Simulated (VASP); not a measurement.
## H4NF: single point with r2SCAN

Crystal: H4NF.

```xyz
12
Lattice="4.4583 0.0000 0.0000 -2.2291 3.8610 0.0000 0.0000 0.0000 7.2121" Properties=species:S:1:pos:R:3 pbc="T T T"
H     0.0000    2.5740    1.6588
H     2.2291    1.2870    5.2648
H     0.8507    2.0828    3.0456
H     3.0799    1.7782    6.6517
H     0.0000    3.5564    3.0456
H     1.3784    1.7782    6.6517
H    -0.8507    2.0828    3.0456
H     2.2291    0.3046    6.6517
N     0.0000    2.5740    2.7003
N     2.2291    1.2870    6.3063
F     0.0000    2.5740   -0.0202
F     2.2291    1.2870    3.5859
```

```yaml
Program: VASP 6.6.1
Task: single point
Functional: r2SCAN
Potentials_or_basis: VASP PAW PBE potentials, release 64 (H, N, F)
Cutoff: 520 eV
k_mesh: 6 × 6 × 4
Occupations: fermi-dirac, width 0.02 eV
Spin: no spin polarisation
```

The pressure is -0.8 GPa. The largest force is 0.052 eV/Å and the band gap on the k mesh is 6.50 eV, indirect (least direct gap 6.74 eV).

Forces in eV/Å, atoms in the order of the input:
```
H    0.000  0.000 -0.052
H    0.000  0.000 -0.052
H    0.042 -0.024  0.017
H    0.042  0.024  0.017
H    0.000  0.049  0.017
H   -0.042  0.024  0.017
H   -0.042 -0.024  0.017
H    0.000 -0.049  0.017
N    0.000  0.000  0.000
N    0.000  0.000  0.000
F    0.000  0.000  0.000
F    0.000  0.000  0.000
```

Levels at points of the mesh, in eV from the valence-band top:
| k point | band 13 | band 14 | band 15 | band 16 | band 17 | band 18 | band 19 | band 20 |
| --- | --- | --- | --- | --- | --- | --- | --- | --- |
| (0.00, 0.00, 0.00) | -0.41 | -0.40 | -0.23 | -0.23 | 6.50 | 9.19 | 9.95 | 13.16 |
| (0.50, 0.00, 0.00) | -0.24 | -0.23 | -0.05 | -0.02 | 8.96 | 9.45 | 10.01 | 10.71 |
| (0.00, 0.00, 0.50) | -0.32 | -0.32 | -0.32 | -0.32 | 7.49 | 7.49 | 12.00 | 12.00 |
| (0.50, 0.00, 0.50) | -0.14 | -0.14 | -0.13 | -0.13 | 9.32 | 9.32 | 10.36 | 10.36 |

Run time: 3.7 min on 1 thread of AMD EPYC 9R45 96-Core Processor (Zen 5), on a shared host, peak memory 0.26 GiB.

Caveat: the PAW data sets were made with another functional, which shifts forces and pressure a little. A k mesh can miss the band edges.
